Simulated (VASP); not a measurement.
# Y2Ir (P6/mmm) in VASP: a series of runs

Y2Ir is run at these levels: PBE; tasks: single point, relaxation of cell and atoms.

Everything below comes from runs of VASP 6.6.1. Logs are shortened: lines on timing, memory, paths and dates and some standing lists are left out, and cuts for length are marked.

## 1. The cell of the first run

Symmetry: P6/mmm, No. 191, hexagonal system. Conventional cell: a = 4.870 Å, b = 4.870 Å, c = 3.102 Å, α = 90.00°, β = 90.00°, γ = 120.00°. Within 3.7 Å of Y (site symmetry -6m2) lie 5 Y at 2.81 to 3.10 Å and 6 Ir at 3.21 Å. Within 4.1 Å of Ir (site symmetry 6/mmm) lie 2 Ir at 3.10 Å and 12 Y at 3.21 Å.

## 2. Single point, PBE

INCAR

```
PREC = Accurate ; ENCUT = 520
EDIFF = 1E-6 ; ISMEAR = 0
SIGMA = 0.1 ; LREAL = False
LASPH = True ; NELM = 80
ALGO = Fast ; ISIF = 2
LWAVE = False ; LCHARG = False
GGA = PE ; NBANDS = 22
```

KPOINTS

```
regular mesh
0
Gamma
  6 6 4
```

POSCAR

```
Y2Ir
1.0
    4.8701757092      0.0000000000      0.0000000000
   -2.4350878546      4.2176958851      0.0000000000
    0.0000000000      0.0000000000      3.1017263129
Y Ir
2 1
Direct
    0.3333333333      0.6666666667      0.5000000000
    0.6666666667      0.3333333333      0.5000000000
    0.0000000000      0.0000000000      0.0000000000
```

Potentials or basis: VASP PAW PBE potentials, release 64 (Y_sv, Ir).

Started as:

```console
> cat potpaw_PBE.64/Y_sv/POTCAR potpaw_PBE.64/Ir/POTCAR > POTCAR
> mpirun -np 1 vasp_std > vasp.out
```

OUTCAR:

```text
PREC = Accurate
   ENCUT = 520
   EDIFF = 1E-6
   ISMEAR = 0
   LREAL = False
   LASPH = True
   NELM = 80
   ISIF = 2
   GGA = PE

 ion  position               nearest neighbor table
   1  0.333  0.667  0.500-   2 2.81   2 2.81   2 2.81   3 3.21   3 3.21   3 3.21   3 3.21   3 3.21
                             3 3.21   2 4.19   2 4.19   2 4.19   2 4.19   2 4.19   2 4.19
   2  0.667  0.333  0.500-   1 2.81   1 2.81   1 2.81   3 3.21   3 3.21   3 3.21   3 3.21   3 3.21
                             3 3.21   1 4.19   1 4.19   1 4.19   1 4.19   1 4.19   1 4.19
   3  0.000  0.000  0.000-   1 3.21   2 3.21   1 3.21   2 3.21   2 3.21   2 3.21   1 3.21   1 3.21
                             2 3.21   2 3.21   1 3.21   1 3.21

  LATTYP: Found a hexagonal cell.
 ALAT       =     4.8701757092
 C/A-ratio  =     0.6368818084

  Lattice vectors:

 A1 = (   4.8701757092,   0.0000000000,   0.0000000000)
 A2 = (  -2.4350878546,   4.2176958851,   0.0000000000)
 A3 = (   0.0000000000,   0.0000000000,   3.1017263129)

Analysis of symmetry for initial positions (statically):
=====================================================================
 Subroutine PRICEL returns:
 Original cell was already a primitive cell.

 Routine SETGRP: Setting up the symmetry group for a
 hexagonal supercell.

 Subroutine GETGRP returns: Found 24 space group operations
 (whereof 24 operations were pure point group operations)
 out of a pool of 24 trial point group operations.

The static configuration has the point symmetry D_6h.

Analysis of symmetry for dynamics (positions and initial velocities):
=====================================================================
 Subroutine PRICEL returns:
 Original cell was already a primitive cell.

 Routine SETGRP: Setting up the symmetry group for a
 hexagonal supercell.

 Subroutine GETGRP returns: Found 24 space group operations
 (whereof 24 operations were pure point group operations)
 out of a pool of 24 trial point group operations.

The dynamic configuration has the point symmetry D_6h.

 Subroutine INISYM returns: Found 24 space group operations
 (whereof 24 operations are pure point group operations),
 and found     1 'primitive' translations

----------------------------------------------------------------------------------------

                                     Primitive cell

  volume of cell :      63.7123

  direct lattice vectors                    reciprocal lattice vectors
     4.870175709  0.000000000  0.000000000     0.205331401  0.118548139  0.000000000
    -2.435087855  4.217695885  0.000000000     0.000000000  0.237096279  0.000000000
     0.000000000  0.000000000  3.101726313     0.000000000  0.000000000  0.322401108

  length of vectors
     4.870175709  4.870175709  3.101726313     0.237096279  0.237096279  0.322401108

  position of ions in fractional coordinates (direct lattice)
     0.333333333  0.666666667  0.500000000
     0.666666667  0.333333333  0.500000000
     0.000000000  0.000000000  0.000000000

  ion indices of the primitive-cell ions
   primitive index   ion index
                 1           1
                 2           2
                 3           3

----------------------------------------------------------------------------------------

 KPOINTS: regular mesh

Automatic generation of k-mesh.
 Grid dimensions read from file:
 generate k-points for:    6    6    4

 Generating k-lattice:

  Cartesian coordinates                     Fractional coordinates (reciprocal lattice)
     0.034221900  0.019758023  0.000000000     0.166666667 -0.000000000  0.000000000
     0.000000000  0.039516046  0.000000000     0.000000000  0.166666667  0.000000000
     0.000000000  0.000000000  0.080600277     0.000000000  0.000000000  0.250000000

  Length of vectors
     0.039516046  0.039516046  0.080600277

  Shift w.r.t. Gamma in fractional coordinates (k-lattice)
     0.000000000  0.000000000  0.000000000

 Subroutine IBZKPT returns following result:
 ===========================================

 Found     21 irreducible k-points:

 Following reciprocal coordinates:
            Coordinates               Weight
  0.000000  0.000000  0.000000      1.000000
  0.166667  0.000000  0.000000      6.000000
  0.333333 -0.000000  0.000000      6.000000
  0.500000 -0.000000  0.000000      3.000000
  0.166667  0.166667  0.000000      6.000000
  0.333333  0.166667  0.000000     12.000000
[... 13 lines left out ...]
  0.333333  0.166667  0.500000     12.000000
  0.333333  0.333333  0.500000      2.000000
   k-points           NKPTS =     21   k-points in BZ     NKDIM =     21   number of bands    NBANDS=     22
   number of dos      NEDOS =    301   number of ions     NIONS =      3
   total plane-waves  NPLWV =  31104
   dimension x,y,z NGX =    36 NGY =   36 NGZ =   24
   dimension x,y,z NGXF=    72 NGYF=   72 NGZF=   48
   ions per type =               2   1
   NGX,Y,Z   is equivalent  to a cutoff of  12.29, 12.29, 12.86 a.u.
   NGXF,Y,Z  is equivalent  to a cutoff of  24.58, 24.58, 25.73 a.u.
 SYSTEM =  unknown system
   PREC   = accura    normal or accurate (medium, high low for compatibility)
   ISTART =      0    job   : 0-new  1-cont  2-samecut
   ICHARG =      2    charge: 1-file 2-atom 10-const
   ISPIN  =      1    spin polarized calculation?
   LNONCOLLINEAR =      F non collinear calculations
   LSORBIT =      F    spin-orbit coupling
   LASPH  =      T    aspherical Exc in radial PAW
   ENCUT  =  520.0 eV  38.22 Ry    6.18 a.u.   9.06  9.06  5.77*2*pi/ulx,y,z
   NELM   =     80;   NELMIN=  2; NELMDL= -5     # of ELM steps
   EDIFF  = 0.1E-05   stopping-criterion for ELM
   LREAL  =      F    real-space projection
   EDIFFG = 0.1E-04   stopping-criterion for IOM
   NSW    =      0    number of steps for IOM
   IBRION =     -1    ionic relax: 0-MD 1-quasi-New 2-CG
   NFREE  =      0    steps in history (QN), initial steepest desc. (CG)
   ISIF   =      2    stress and relaxation
   ISYM   =      2    0-nonsym 1-usesym 2-fastsym
   POTIM  = 0.5000    time-step for ionic-motion
   TEBEG  =    0.0;   TEEND  =   0.0 temperature during run
   PSTRESS=    0.0 pullay stress
   NELECT =      31.0000    total number of electrons
   NUPDOWN=      -1.0000    fix difference up-down
   EMIN   =  10.00;   EMAX   =-10.00  energy-range for DOS
   EFERMI =   0.00;   METHOD = LEGACY
   ISMEAR =     0;   SIGMA  =   0.10  broadening in eV -4-tet -1-fermi 0-gaus
   EFERMI_NEDOS =   21; number of points for ismear=-14 and -15
   IALGO  =     68    algorithm
   IMIX   =      4    mixing-type and parameters
     AMIX     =   0.40;   BMIX     =  1.00
     AMIX_MAG =   1.60;   BMIX_MAG =  1.00
  volume/ion in A,a.u.               =      21.24       143.32
  Fermi-wavevector in a.u.,A,eV,Ry     =   1.287620  2.433248 22.557976  1.657964
  Thomas-Fermi vector in A             =   2.419623
   LORBIT       =      0    0 simple, 1 ext, 2 COOP (PROOUT), +10 PAW based schemes
   GGA     = PE    functional components
   LHFCALC =     F    Hartree Fock is set to
   AEXX    =    0.0000 exact exchange contribution
   IVDW    =     0    specifies the selected vdW correction
   LEPSILON=     F    determine dielectric tensor
   LRPA    =     F    only Hartree local field effects (RPA)
 non-spin polarized calculation
 RMM-DIIS sequential band-by-band and
 Gauss-broadening in eV      SIGMA  =   0.10
  energy-cutoff  :      520.00
  volume of cell :       63.71
 maximum number of plane-waves:      1732
   NGX = 19   NGY = 19   NGZ = 11

 number of electron      30.9999996 magnetization

 Free energy of the ion-electron system (eV)
  ---------------------------------------------------
  ext. energy  EPLUGINS =         0.00000000
  ---------------------------------------------------
  free energy    TOTEN  =       -21.85221527 eV

  energy without entropy =      -21.84177043  energy(sigma->0) =      -21.84699285

 E-fermi :   5.3328     XC(G=0): -11.3979

 val. band max:        5.3105334477   @ k =   0.1667   0.1667   0.0000
 cond. band min:       5.3522015849   @ k =   0.5000  -0.0000   0.5000
 fundamental gap:      0.0416681373
 Fermi energy:         5.3328133841

 k-point     1 :       0.0000    0.0000    0.0000
  band No.  band energies     occupation
      1     -37.2896      2.00000
      2     -36.8049      2.00000
      3     -17.9319      2.00000
      4     -17.9319      2.00000
      5     -16.6743      2.00000
      6     -16.4918      2.00000
[... 14 lines left out ...]
     21       8.7957      0.00000
     22       8.7958      0.00000

 k-point     2 :       0.1667    0.0000    0.0000
  band No.  band energies     occupation
      1     -37.2620      2.00000
      2     -36.8347      2.00000
      3     -17.9664      2.00000
      4     -17.8654      2.00000
      5     -16.6531      2.00000
      6     -16.5656      2.00000
[... 14 lines left out ...]
     21       8.8881      0.00000
     22       9.0242      0.00000

 k-point     3 :       0.3333   -0.0000    0.0000
  band No.  band energies     occupation
      1     -37.1901      2.00000
      2     -36.9109      2.00000
      3     -18.0301      2.00000
      4     -17.7145      2.00000
      5     -16.7282      2.00000
      6     -16.5979      2.00000
[... 14 lines left out ...]
     21       9.0698      0.00000
     22       9.0989      0.00000

 k-point     4 :       0.5000   -0.0000    0.0000
  band No.  band energies     occupation
      1     -37.1319      2.00000
      2     -36.9712      2.00000
      3     -18.0597      2.00000
      4     -17.6234      2.00000
      5     -16.8235      2.00000
      6     -16.5532      2.00000
[... 14 lines left out ...]
     21       8.8755      0.00000
     22       9.1592      0.00000

 k-point     5 :       0.1667    0.1667    0.0000
  band No.  band energies     occupation
      1     -37.2113      2.00000
      2     -36.8886      2.00000
      3     -18.0328      2.00000
      4     -17.7283      2.00000
      5     -16.7095      2.00000
      6     -16.6141      2.00000
[... 14 lines left out ...]
     21       8.7639      0.00000
     22       9.4729      0.00000

 k-point     6 :       0.3333    0.1667    0.0000
  band No.  band energies     occupation
      1     -37.1320      2.00000
      2     -36.9710      2.00000
      3     -18.1007      2.00000
      4     -17.5299      2.00000
      5     -16.9114      2.00000
      6     -16.5529      2.00000
[... 14 lines left out ...]
     21       8.4213      0.00000
     22       9.8265      0.00000

 k-point     7 :       0.3333    0.3333    0.0000
  band No.  band energies     occupation
      1     -37.0521      2.00000
      2     -37.0521      2.00000
      3     -18.1482      2.00000
      4     -17.2195      2.00000
      5     -17.2195      2.00000
      6     -16.4902      2.00000
[... 249 lines left out ...]
      6     -17.3700      2.00000
[... 14 lines left out ...]
     21       9.6209      0.00000
     22      10.2983      0.00000

 k-point    18 :       0.5000   -0.0000    0.5000
  band No.  band energies     occupation
      1     -37.0146      2.00000
      2     -36.8574      2.00000
      3     -17.9041      2.00000
      4     -17.6138      2.00000
      5     -17.4570      2.00000
      6     -17.4395      2.00000
[... 14 lines left out ...]
     21      10.2269      0.00000
     22      10.9354      0.00000

 k-point    19 :       0.1667    0.1667    0.5000
  band No.  band energies     occupation
      1     -37.0914      2.00000
      2     -36.7772      2.00000
      3     -17.8690      2.00000
      4     -17.7081      2.00000
      5     -17.5810      2.00000
      6     -17.3445      2.00000
[... 14 lines left out ...]
     21       9.2245      0.00000
     22       9.9796      0.00000

 k-point    20 :       0.3333    0.1667    0.5000
  band No.  band energies     occupation
      1     -37.0146      2.00000
      2     -36.8575      2.00000
      3     -17.9298      2.00000
      4     -17.6156      2.00000
      5     -17.4375      2.00000
      6     -17.3849      2.00000
[... 14 lines left out ...]
     21       9.7685      0.00000
     22      10.5240      0.00000

 k-point    21 :       0.3333    0.3333    0.5000
  band No.  band energies     occupation
      1     -36.9366      2.00000
      2     -36.9366      2.00000
      3     -17.9658      2.00000
      4     -17.5266      2.00000
      5     -17.5266      2.00000
      6     -17.0894      2.00000
[... 14 lines left out ...]
     21       9.6797      0.00000
     22       9.9377      0.00000

------------------------ aborting loop because EDIFF is reached ----------------------------------------

  FORCE on cell =-STRESS in cart. coord.  units (eV):
  Direction    XX          YY          ZZ          XY          YZ          ZX
  --------------------------------------------------------------------------------------
  -------------------------------------------------------------------------------------
  Total        0.0724191      0.0724191      0.0427389      0.0000000      0.0000000      0.0000000
  in kB        1.8211275      1.8211275      1.0747579      0.0000000      0.0000000      0.0000000
  external PRESSURE =       1.5723376 kB  Pullay stress =       0.0000000 kB

 VOLUME and BASIS-vectors are now :
 -----------------------------------------------------------------------------
  energy-cutoff  :      520.00
  volume of cell :       63.71
      direct lattice vectors                 reciprocal lattice vectors
     4.870175709  0.000000000  0.000000000     0.205331401  0.118548139  0.000000000
    -2.435087855  4.217695885  0.000000000     0.000000000  0.237096279  0.000000000
     0.000000000  0.000000000  3.101726313     0.000000000  0.000000000  0.322401108

 POSITION                                       TOTAL-FORCE (eV/Angst)
 -----------------------------------------------------------------------------------
     -0.00000      2.81180      1.55086         0.000000     -0.000000     -0.000000
      2.43509      1.40590      1.55086        -0.000000      0.000000      0.000000
      0.00000      0.00000      0.00000         0.000000      0.000000      0.000000
 -----------------------------------------------------------------------------------
    total drift:                                0.000000     -0.000000     -0.000000

  FREE ENERGIE OF THE ION-ELECTRON SYSTEM (eV)
  ---------------------------------------------------
  free  energy   TOTEN  =       -21.8522152661 eV

  energy  without entropy=      -21.8417704281  energy(sigma->0) =      -21.84699285
```

It took 38 s on 1 thread of Intel Xeon Platinum 8488C (Sapphire Rapids), shared host; peak memory 0.19 GiB.

Results:

| Quantity | Value |
| --- | --- |
| Free energy | -21.8522 eV |
| Pressure | 0.2 GPa |
| Band gap on the k mesh | zero (an odd number of electrons rules out a gap without spin polarisation) |

Caveat: the k points lie up to 0.51 Å⁻¹ apart, too coarse for converged energies and pressures of a metal; spin-orbit coupling is left out, which moves the levels of the heavy elements.

## 3. Relaxation of cell and atoms, PBE

This run uses another cell than the first one, of 20.89 Å³/atom.

INCAR

```
ALGO     = Normal         # electronic algorithm
EDIFF    = 1E-6           # SCF threshold, eV
EDIFFG   = -0.04          # ionic threshold
ENCUT    = 600            # plane-wave cutoff, eV
GGA      = PE             # functional
IBRION   = 2              # ionic algorithm
ISIF     = 3              # what is computed and relaxed
ISMEAR   = 0              # smearing method
LASPH    = T              # aspherical terms in the spheres
LCHARG   = F              # write CHGCAR
LREAL    = F              # projectors in reciprocal space
LWAVE    = F              # write WAVECAR
NELM     = 100            # most SCF steps
NSW      = 90             # ionic steps
PREC     = Accurate       # precision mode
SIGMA    = 0.1            # smearing width, eV
```

KPOINTS

```
k-points
0
Gamma
  6 6 4
```

POSCAR

```
Y2Ir
1.0
    4.0620969207      0.0000000000      0.0000000000
   -2.0310484603      3.5178791259      0.0000000000
    0.0000000000      0.0000000000      4.3859850472
Y Ir
2 1
Direct
    0.3333333333      0.6666666667      0.5000000000
    0.6666666667      0.3333333333      0.5000000000
    0.0000000000      0.0000000000      0.0000000000
```

Potentials or basis: VASP PAW PBE potentials, release 64 (Y_sv, Ir).

Started as:

```console
> cat potpaw_PBE.64/Y_sv/POTCAR potpaw_PBE.64/Ir/POTCAR > POTCAR
> mpirun -np 1 vasp_std > vasp.out
```

Run time: 3.4 min. Hardware: 1 thread of Intel Xeon Platinum 8488C (Sapphire Rapids), shared host; peak memory 0.22 GiB.

It converged, with:

```
Free energy                           : -21.8496 eV
Relaxed volume                        : 21.25 Å³/atom
Relaxed cell                          : a = 4.873 Å, b = 4.873 Å, c = 3.100 Å, α = 90.00°, β = 90.00°, γ = 120.00°
Space group after relaxing (to 0.1 Å) : P6/mmm (No. 191)
Energy gained by relaxing             : 1781.9 meV/atom
Ionic steps                           : 7
Pressure after relaxing               : 0.1 GPa
Band gap on the k mesh                : zero (an odd number of electrons rules out a gap without spin polarisation)
```

Stress tensor (GPa, compression positive):
```
0.03 0.00 0.00
0.00 0.03 0.00
0.00 0.00 0.23
```

Step by step:
```
step  energy change (eV)  largest force (eV/Å)  pressure (GPa)  volume (Å³)
   1              0.0000                0.0000           14.81        62.68
   2             -4.4298                0.0000          -11.23        77.46
   3             -4.4850                0.0000          -11.88        78.08
   4             -4.8249                0.0000            5.87        61.09
   5             -5.2449                0.0000           -4.59        67.66
   6             -5.3230                0.0000            2.79        62.06
   7             -5.3458                0.0000            0.09        63.76
```

Final structure:
```
Y Ir
1.0
     4.87312    0.00000    0.00000
    -2.43656    4.22024    0.00000
     0.00000    0.00000    3.10042
Y Ir
2 1
Direct
  0.33333 0.66667 0.50000
  0.66667 0.33333 0.50000
  0.00000 0.00000 0.00000
```

Levels at points of the mesh, in eV from the Fermi level:
| k point | band 14 | band 15 | band 16 | band 17 | band 18 | band 19 |
| --- | --- | --- | --- | --- | --- | --- |
| (0.00, 0.00, 0.00) | -0.91 | -0.17 | -0.17 | 0.22 | 0.92 | 2.33 |
| (0.50, 0.00, 0.00) | -1.07 | -0.83 | -0.17 | 0.41 | 0.95 | 1.85 |
| (0.00, 0.00, 0.50) | -1.90 | 1.55 | 1.55 | 1.76 | 1.83 | 1.83 |
| (0.50, 0.00, 0.50) | -1.56 | -0.72 | 0.02 | 1.13 | 1.85 | 2.03 |

Caveat: a cell axis changed by over 15 % at a fixed basis, so the end point is rough; spin-orbit coupling is left out, which moves the levels of the heavy elements.

The gap in the log of VASP goes by the Fermi energy; the results here count the filled bands.